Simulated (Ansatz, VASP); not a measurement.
Pt: VASP beside Ansatz

File INCAR:

```
SYSTEM = Pt
PREC     = Accurate       ! precision mode
ENCUT    = 520            ! plane-wave cutoff, eV
EDIFF    = 1E-6           ! SCF threshold, eV
ISMEAR   = 0              ! smearing method
SIGMA    = 0.15           ! smearing width, eV
LREAL    = .FALSE.        ! projectors in reciprocal space
LASPH    = .TRUE.         ! aspherical terms in the spheres
NELM     = 100            ! most SCF steps
ALGO     = Normal         ! electronic algorithm
ISIF     = 2              ! what is computed and relaxed
LWAVE    = .FALSE.        ! write WAVECAR
LCHARG   = .TRUE.         ! write CHGCAR
LELF     = .TRUE.         ! ELF
LVHAR    = .TRUE.       
NBANDS   = 11             ! bands
```

Contents of KPOINTS:

```
regular mesh
0
G
  22 22 22
  0 0 0
```

POSCAR

```
Pt
1.0
    0.0000000000      2.0286363302      1.6853910632
    2.0286363302      0.0000000000      1.6853910632
    2.0286363302      2.0286363302      0.0000000000
Pt
1
Direct
    0.0000000000      0.0000000000      0.0000000000
```

Input for Ansatz:

```yaml
crystal:
  lattice:
    - [0.0, 2.0286363302, 1.6853910632]
    - [2.0286363302, 0.0, 1.6853910632]
    - [2.0286363302, 2.0286363302, 0.0]
  atoms:
    - { symbol: Pt, position: [0.0, 0.0, 0.0] }
basis:
  ecutwfc: 420
kpoints:
  mp_grid: { grid: [22, 22, 22] }
hamiltonian:
  xc: lda
scf:
  occupations: { method: gaussian, width: 0.15 }
output:
  forces: true
  stress: true
  eigenvalues: true
```

Alike in both runs: task single point; functional LDA; k mesh 22 × 22 × 22; occupations gaussian, width 0.15 eV; no spin polarisation.

```csv
,VASP,Ansatz
version,VASP 6.6.1,Ansatz 0.2.0
potentials or method,"VASP PAW LDA potentials, release 64 (Pt), cutoff 520 eV","scalar-relativistic, plane waves, PAW"
valence electrons in the cell,10,18
```

```csv
,VASP,Ansatz,Ansatz less VASP
gap on the k mesh at the Fermi level (eV),none,none,-
pressure (GPa),25.8,24.8,-1.05
"traceless stress, the component that is largest in VASP (GPa)",6.81,6.79,-0.021
```

LDA's correlation is that of Perdew and Zunger in VASP and of Perdew and Wang (1992) in Ansatz. A gap of «none» marks a metal or a gap that the smearing closes. VASP's potentials hold 10 valence electrons a cell and Ansatz's 18, so a difference there can come from the potentials and not from the codes.

Neither program's run includes spin-orbit coupling.
